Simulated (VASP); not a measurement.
# AlCo (rocksalt type) (Fm-3m) in VASP: further runs

AlCo (rocksalt type) is run at these levels: r2SCAN; tasks: single point.

Everything below comes from runs of VASP 6.6.1. Logs are shortened: lines on timing, memory, paths and dates and some standing lists are left out, and cuts for length are marked.

**1. The cell of the first run**

The structure is cubic, space group Fm-3m (No. 225). The conventional cell has a = 3.881 Å, b = 3.881 Å, c = 3.881 Å, α = 90.00°, β = 90.00°, γ = 90.00°. Co (site symmetry m-3m) has 6 Al at 1.94 Å within 2.6 Å. Al (site symmetry m-3m) has 6 Co at 1.94 Å within 2.6 Å.

**2. Single point, r2SCAN (7.30 Å³/atom)**

File POSCAR:

```
AlCo
1.0
    0.0000000000      1.9403072720      1.9403072720
    1.9403072720      0.0000000000      1.9403072720
    1.9403072720      1.9403072720      0.0000000000
Co Al
1 1
Direct
    0.0000000000      0.0000000000      0.0000000000
    0.5000000000      0.5000000000      0.5000000000
```

File INCAR.step1:

```
PREC = Accurate
ENCUT = 520
ISMEAR = -1
SIGMA = 0.08
LREAL = False
LASPH = True
NELM = 60
NBANDS = 13
GGA = PE
ALGO = Normal
EDIFF = 1E-4
LWAVE = True
LCHARG = False
```

File INCAR.step2:

```
PREC = Accurate
ENCUT = 520
EDIFF = 1E-6
ISMEAR = -1
SIGMA = 0.08
LREAL = False
LASPH = True
NELM = 60
ALGO = Normal
ISIF = 2
LWAVE = False
LCHARG = False
METAGGA = R2SCAN
LMIXTAU = True
NBANDS = 13
ISTART = 1
```

File KPOINTS:

```
Automatic mesh
0
Gamma
  15 15 15
```

Potentials or basis: VASP PAW PBE potentials, release 64 (Co, Al).

On the command line:

```
cat potpaw_PBE.64/Co/POTCAR potpaw_PBE.64/Al/POTCAR > POTCAR
cp INCAR.step1 INCAR
mpirun -np 1 vasp_std > vasp.out
cp INCAR.step2 INCAR
mpirun -np 1 vasp_std > vasp.out
```

OUTCAR:

```text
PREC = Accurate
   ENCUT = 520
   EDIFF = 1E-6
   ISMEAR = -1
   LREAL = False
   LASPH = True
   NELM = 60
   ISIF = 2
   METAGGA = R2SCAN
   ISTART = 1

 ion  position               nearest neighbor table
   1  0.000  0.000  0.000-   2 1.94   2 1.94   2 1.94   2 1.94   2 1.94   2 1.94
   2  0.500  0.500  0.500-   1 1.94   1 1.94   1 1.94   1 1.94   1 1.94   1 1.94

  LATTYP: Found a face centered cubic cell.
 ALAT       =     3.8806145440

  Lattice vectors:

 A1 = (   0.0000000000,   1.9403072720,   1.9403072720)
 A2 = (   1.9403072720,   0.0000000000,   1.9403072720)
 A3 = (   1.9403072720,   1.9403072720,   0.0000000000)

Analysis of symmetry for initial positions (statically):
=====================================================================
 Subroutine PRICEL returns:
 Original cell was already a primitive cell.

 Routine SETGRP: Setting up the symmetry group for a
 face centered cubic supercell.

 Subroutine GETGRP returns: Found 48 space group operations
 (whereof 48 operations were pure point group operations)
 out of a pool of 48 trial point group operations.

The static configuration has the point symmetry O_h .

Analysis of symmetry for dynamics (positions and initial velocities):
=====================================================================
 Subroutine PRICEL returns:
 Original cell was already a primitive cell.

 Routine SETGRP: Setting up the symmetry group for a
 face centered cubic supercell.

 Subroutine GETGRP returns: Found 48 space group operations
 (whereof 48 operations were pure point group operations)
 out of a pool of 48 trial point group operations.

The dynamic configuration has the point symmetry O_h .

 Subroutine INISYM returns: Found 48 space group operations
 (whereof 48 operations are pure point group operations),
 and found     1 'primitive' translations

----------------------------------------------------------------------------------------

                                     Primitive cell

  volume of cell :      14.6097

  direct lattice vectors                    reciprocal lattice vectors
     0.000000000  1.940307272  1.940307272    -0.257691144  0.257691144  0.257691144
     1.940307272  0.000000000  1.940307272     0.257691144 -0.257691144  0.257691144
     1.940307272  1.940307272  0.000000000     0.257691144  0.257691144 -0.257691144

  length of vectors
     2.744008859  2.744008859  2.744008859     0.446334154  0.446334154  0.446334154

  position of ions in fractional coordinates (direct lattice)
     0.000000000  0.000000000  0.000000000
     0.500000000  0.500000000  0.500000000

  ion indices of the primitive-cell ions
   primitive index   ion index
                 1           1
                 2           2

----------------------------------------------------------------------------------------

 KPOINTS: Automatic mesh

Automatic generation of k-mesh.
 Grid dimensions read from file:
 generate k-points for:   15   15   15

 Generating k-lattice:

  Cartesian coordinates                     Fractional coordinates (reciprocal lattice)
    -0.017179410  0.017179410  0.017179410     0.066666667  0.000000000  0.000000000
     0.017179410 -0.017179410  0.017179410     0.000000000  0.066666667  0.000000000
     0.017179410  0.017179410 -0.017179410     0.000000000  0.000000000  0.066666667

  Length of vectors
     0.029755610  0.029755610  0.029755610

  Shift w.r.t. Gamma in fractional coordinates (k-lattice)
     0.000000000  0.000000000  0.000000000

 Subroutine IBZKPT returns following result:
 ===========================================

 Found    120 irreducible k-points:

 Following reciprocal coordinates:
            Coordinates               Weight
  0.000000  0.000000  0.000000      1.000000
  0.066667  0.000000  0.000000      8.000000
  0.133333  0.000000  0.000000      8.000000
  0.200000  0.000000  0.000000      8.000000
  0.266667  0.000000  0.000000      8.000000
  0.333333  0.000000  0.000000      8.000000
[... 16 lines left out ...]
  0.133333  0.133333  0.000000      6.000000
  0.200000  0.133333  0.000000     24.000000
 [... further k-points ...]
   k-points           NKPTS =    120   k-points in BZ     NKDIM =    120   number of bands    NBANDS=     13
   number of dos      NEDOS =    301   number of ions     NIONS =      2
   total plane-waves  NPLWV =   8000
   dimension x,y,z NGX =    20 NGY =   20 NGZ =   20
   dimension x,y,z NGXF=    40 NGYF=   40 NGZF=   40
   ions per type =               1   1
   NGX,Y,Z   is equivalent  to a cutoff of  12.12, 12.12, 12.12 a.u.
   NGXF,Y,Z  is equivalent  to a cutoff of  24.23, 24.23, 24.23 a.u.
 SYSTEM =  unknown system
   PREC   = accura    normal or accurate (medium, high low for compatibility)
   ISTART =      1    job   : 0-new  1-cont  2-samecut
   ICHARG =      0    charge: 1-file 2-atom 10-const
   ISPIN  =      1    spin polarized calculation?
   LNONCOLLINEAR =      F non collinear calculations
   LSORBIT =      F    spin-orbit coupling
   LASPH  =      T    aspherical Exc in radial PAW
   ENCUT  =  520.0 eV  38.22 Ry    6.18 a.u.   5.10  5.10  5.10*2*pi/ulx,y,z
   NELM   =     60;   NELMIN=  2; NELMDL=  0     # of ELM steps
   EDIFF  = 0.1E-05   stopping-criterion for ELM
   LREAL  =      F    real-space projection
   EDIFFG = 0.1E-04   stopping-criterion for IOM
   NSW    =      0    number of steps for IOM
   IBRION =     -1    ionic relax: 0-MD 1-quasi-New 2-CG
   NFREE  =      0    steps in history (QN), initial steepest desc. (CG)
   ISIF   =      2    stress and relaxation
   ISYM   =      2    0-nonsym 1-usesym 2-fastsym
   POTIM  = 0.5000    time-step for ionic-motion
   TEBEG  =    0.0;   TEEND  =   0.0 temperature during run
   PSTRESS=    0.0 pullay stress
   NELECT =      12.0000    total number of electrons
   NUPDOWN=      -1.0000    fix difference up-down
   EMIN   =  10.00;   EMAX   =-10.00  energy-range for DOS
   EFERMI =   0.00;   METHOD = LEGACY
   ISMEAR =    -1;   SIGMA  =   0.08  broadening in eV -4-tet -1-fermi 0-gaus
   EFERMI_NEDOS =   21; number of points for ismear=-14 and -15
   IALGO  =     38    algorithm
   IMIX   =      4    mixing-type and parameters
     AMIX     =   0.40;   BMIX     =  1.00
     AMIX_MAG =   1.60;   BMIX_MAG =  1.00
  volume/ion in A,a.u.               =       7.30        49.30
  Fermi-wavevector in a.u.,A,eV,Ry     =   1.533162  2.897256 31.981664  2.350586
  Thomas-Fermi vector in A             =   2.640268
   LORBIT       =      0    0 simple, 1 ext, 2 COOP (PROOUT), +10 PAW based schemes
   METAGGA = R2SCAN    functional components
   LHFCALC =     F    Hartree Fock is set to
   AEXX    =    0.0000 exact exchange contribution
   IVDW    =     0    specifies the selected vdW correction
   LEPSILON=     F    determine dielectric tensor
   LRPA    =     F    only Hartree local field effects (RPA)
 non-spin polarized calculation
  energy-cutoff  :      520.00
  volume of cell :       14.61
 maximum number of plane-waves:       411
   NGX = 11   NGY = 11   NGZ = 11

 number of electron      11.9999993 magnetization

 Free energy of the ion-electron system (eV)
  ---------------------------------------------------
  ext. energy  EPLUGINS =         0.00000000
  ---------------------------------------------------
  free energy    TOTEN  =       -13.14561036 eV

  energy without entropy =      -13.13651795  energy(sigma->0) =      -13.14106415

 E-fermi :  18.8254     XC(G=0): -15.7882

 val. band max:       18.8219172904   @ k =  -0.3333   0.4000   0.1333
 cond. band min:      18.8891629888   @ k =  -0.4000   0.3333   0.0000
 fundamental gap:      0.0672456984
 Fermi energy:        18.8254162959

 k-point     1 :       0.0000    0.0000    0.0000
  band No.  band energies     occupation
      1       3.2583      2.00000
      2      14.1831      2.00000
      3      14.1831      2.00000
      4      14.1831      2.00000
      5      14.8952      2.00000
      6      14.8952      2.00000
      7      31.5707      0.00000
      8      32.6718      0.00000
      9      32.6718      0.00000
     10      32.6718      0.00000
     11      34.4928      0.00000
     12      34.4928      0.00000
     13      34.4928      0.00000

 k-point     2 :       0.0667    0.0000    0.0000
  band No.  band energies     occupation
      1       3.4071      2.00000
      2      14.0793      2.00000
      3      14.2403      2.00000
      4      14.2403      2.00000
      5      14.8890      2.00000
      6      14.8890      2.00000
      7      30.6500      0.00000
      8      32.1356      0.00000
      9      32.4158      0.00000
     10      32.4158      0.00000
     11      34.8489      0.00000
     12      34.8490      0.00000
     13      35.8829      0.00000

 k-point     3 :       0.1333    0.0000    0.0000
  band No.  band energies     occupation
      1       3.8469      2.00000
      2      13.7908      2.00000
      3      14.3503      2.00000
      4      14.3503      2.00000
      5      14.9322      2.00000
      6      14.9323      2.00000
      7      28.4499      0.00000
      8      31.8874      0.00000
      9      31.8874      0.00000
     10      32.2213      0.00000
     11      35.5949      0.00000
     12      35.5950      0.00000
     13      37.6543      0.00000
[... 305 lines left out ...]
 k-point    23 :       0.1333    0.1333    0.0000
  band No.  band energies     occupation
      1       4.0420      2.00000
      2      13.6189      2.00000
      3      14.5342      2.00000
      4      14.5342      2.00000
      5      14.6009      2.00000
      6      15.0677      2.00000
      7      29.7766      0.00000
      8      29.7766      0.00000
      9      30.2461      0.00000
     10      32.6542      0.00000
     11      35.7470      0.00000
     12      36.9181      0.00000
     13      36.9181      0.00000

 k-point    24 :       0.2000    0.1333    0.0000
  band No.  band energies     occupation
      1       4.5650      2.00000
      2      13.3135      2.00000
      3      14.3790      2.00000
      4      14.6541      2.00000
      5      14.8256      2.00000
      6      15.2419      2.00000
      7      27.7612      0.00000
      8      28.9108      0.00000
      9      30.5717      0.00000
     10      33.0874      0.00000
     11      33.8841      0.00000
     12      37.1001      0.00000
     13      37.6151      0.00000

 [... further k-points ...]

------------------------ aborting loop because EDIFF is reached ----------------------------------------

  FORCE on cell =-STRESS in cart. coord.  units (eV):
  Direction    XX          YY          ZZ          XY          YZ          ZX
  --------------------------------------------------------------------------------------
  -------------------------------------------------------------------------------------
  Total       24.2994367     24.2994367     24.2994367      0.0000000      0.0000000     -0.0000000
  in kB     2664.8039171   2664.8039171   2664.8039171      0.0000000      0.0000000     -0.0000000
  external PRESSURE =    2664.8039171 kB  Pullay stress =       0.0000000 kB

 VOLUME and BASIS-vectors are now :
 -----------------------------------------------------------------------------
  energy-cutoff  :      520.00
  volume of cell :       14.61
      direct lattice vectors                 reciprocal lattice vectors
     0.000000000  1.940307272  1.940307272    -0.257691144  0.257691144  0.257691144
     1.940307272  0.000000000  1.940307272     0.257691144 -0.257691144  0.257691144
     1.940307272  1.940307272  0.000000000     0.257691144  0.257691144 -0.257691144

 POSITION                                       TOTAL-FORCE (eV/Angst)
 -----------------------------------------------------------------------------------
      0.00000      0.00000      0.00000        -0.000000     -0.000000      0.000000
      1.94031      1.94031      1.94031         0.000000      0.000000     -0.000000
 -----------------------------------------------------------------------------------
    total drift:                                0.000000     -0.000000     -0.000000

  FREE ENERGIE OF THE ION-ELECTRON SYSTEM (eV)
  ---------------------------------------------------
  free  energy   TOTEN  =       -13.1456103616 eV

  energy  without entropy=      -13.1365179480  energy(sigma->0) =      -13.14106415
```

Wall time 1.7 min (1 thread of Intel Xeon 8259CL, shared host); peak memory 0.15 GiB.

Results:

```yaml
Free_energy: -13.1456 eV
Pressure: 266.5 GPa
Band_gap_on_the_k_mesh: zero (bands 6 and 7 overlap by 0.16 eV)
```

Levels at points of the mesh, in eV from the Fermi level:
```tsv
k point	band 3	band 4	band 5	band 6	band 7	band 8	band 9	band 10
(0.00, 0.00, 0.00)	-4.64	-4.64	-3.93	-3.93	12.75	13.85	13.85	13.85
```

Caveat: the cell stands under pressure; the PAW data sets were made with another functional, which shifts forces and pressure a little; the run has no spin polarisation, though such a crystal can be magnetic.

**3. Single point, r2SCAN (8.50 Å³/atom)**

This run uses another cell than the first one, of 8.50 Å³/atom.

File POSCAR:

```
AlCo
1.0
    0.0000000000      2.0408430472      2.0408430472
    2.0408430472      0.0000000000      2.0408430472
    2.0408430472      2.0408430472      0.0000000000
Co Al
1 1
Direct
    0.0000000000      0.0000000000      0.0000000000
    0.5000000000      0.5000000000      0.5000000000
```

File INCAR.step1:

```
SYSTEM = AlCo
  PREC = Accurate
  ENCUT = 520
  ISMEAR = -1
  SIGMA = 0.08
  LREAL = .FALSE.
  LASPH = .TRUE.
  NELM = 100
  NBANDS = 13
  GGA = PE
  ALGO = Normal
  EDIFF = 1E-4
  LWAVE = .TRUE.
  LCHARG = .FALSE.
```

File INCAR.step2:

```
SYSTEM = AlCo
  PREC = Accurate
  ENCUT = 520
  EDIFF = 1E-6
  ISMEAR = -1
  SIGMA = 0.08
  LREAL = .FALSE.
  LASPH = .TRUE.
  NELM = 100
  ALGO = Normal
  ISIF = 2
  LWAVE = .FALSE.
  LCHARG = .FALSE.
  METAGGA = R2SCAN
  LMIXTAU = .TRUE.
  NBANDS = 13
  ISTART = 1
```

File KPOINTS:

```
Automatic mesh
0
G
  15 15 15
  0 0 0
```

Potentials or basis: VASP PAW PBE potentials, release 64 (Co, Al).

On the command line:

```
cat potpaw_PBE.64/Co/POTCAR potpaw_PBE.64/Al/POTCAR > POTCAR
cp INCAR.step1 INCAR
mpirun -np 1 vasp_std > vasp.out
cp INCAR.step2 INCAR
mpirun -np 1 vasp_std > vasp.out
```

It took 2.1 min on 1 thread of Intel Xeon 8259CL, shared host; peak memory 0.16 GiB.

The run converged. Its results:

```
Free energy            : -16.1374 eV
Pressure               : 146.4 GPa
Band gap on the k mesh : zero (bands 6 and 7 overlap by 0.15 eV)
```

Levels at points of the mesh, in eV from the Fermi level:
```csv
k point,band 2,band 3,band 4,band 5,band 6,band 7,band 8,band 9,band 10,band 11
"(0.00, 0.00, 0.00)",-3.53,-3.53,-3.53,-3.03,-3.03,12.09,12.09,12.09,12.91,14.58
```

Caveat: the cell stands under pressure; the PAW data sets were made with another functional, which shifts forces and pressure a little; the run has no spin polarisation, though such a crystal can be magnetic.

**4. Single point, r2SCAN (9.56 Å³/atom)**

This run uses another cell than the first one, of 9.56 Å³/atom.

File POSCAR:

```
AlCo
1.0
    0.0000000000      2.1225623039      2.1225623039
    2.1225623039      0.0000000000      2.1225623039
    2.1225623039      2.1225623039      0.0000000000
Co Al
1 1
Direct
    0.0000000000      0.0000000000      0.0000000000
    0.5000000000      0.5000000000      0.5000000000
```

File INCAR.step1:

```
PREC = Accurate
ENCUT = 520
ISMEAR = -1
SIGMA = 0.08
LREAL = F
LASPH = T
NELM = 60
NBANDS = 13
GGA = PE
ALGO = Normal
EDIFF = 1E-4
LWAVE = T
LCHARG = F
```

File INCAR.step2:

```
PREC = Accurate
ENCUT = 520
EDIFF = 1E-6
ISMEAR = -1
SIGMA = 0.08
LREAL = F
LASPH = T
NELM = 60
ALGO = Normal
ISIF = 2
LWAVE = F
LCHARG = F
METAGGA = R2SCAN
LMIXTAU = T
NBANDS = 13
ISTART = 1
```

File KPOINTS:

```
regular mesh
0
Gamma
  15 15 15
```

On the command line:

```
cat potpaw_PBE.64/Co/POTCAR potpaw_PBE.64/Al/POTCAR > POTCAR
cp INCAR.step1 INCAR
mpirun -np 1 vasp_std > vasp.out
cp INCAR.step2 INCAR
mpirun -np 1 vasp_std > vasp.out
```

It took 2 min on 1 thread of Intel Xeon 8259CL, shared host; peak memory 0.17 GiB.

It converged, with:

```yaml
Free_energy: -17.6371 eV
Pressure: 84.8 GPa
Band_gap_on_the_k_mesh: zero (bands 6 and 7 overlap by 0.14 eV)
```

Levels at points of the mesh, in eV from the Fermi level:
| k point | band 2 | band 3 | band 4 | band 5 | band 6 | band 7 | band 8 | band 9 | band 10 | band 11 |
| --- | --- | --- | --- | --- | --- | --- | --- | --- | --- | --- |
| (0.00, 0.00, 0.00) | -2.85 | -2.85 | -2.85 | -2.48 | -2.48 | 10.85 | 10.85 | 10.85 | 12.90 | 13.78 |

Caveat: the cell stands under pressure; the PAW data sets were made with another functional, which shifts forces and pressure a little; the run has no spin polarisation, though such a crystal can be magnetic.

**5. Overview**

```csv
cell,gap on the mesh (eV),pressure (GPa)
"a = 2.744 Å, angles 60.0°, 2 atoms",none,266.5
"a = 2.886 Å, angles 60.0°, 2 atoms",none,146.4
"a = 3.002 Å, angles 60.0°, 2 atoms",none,84.8
```

Alike in all rows: task single point; level r2SCAN; potentials or basis VASP PAW PBE potentials, release 64 (Co, Al); no spin polarisation; k mesh 15 × 15 × 15; cutoff (eV) 520; smearing fermi-dirac 0.08 eV.

Caveats: the cell stands under pressure; the PAW data sets were made with another functional, which shifts forces and pressure a little; the run has no spin polarisation, though such a crystal can be magnetic.

Absolute energies hang on the potentials; compare differences alone.

The gap in the log of VASP goes by the Fermi energy; the results here count the filled bands.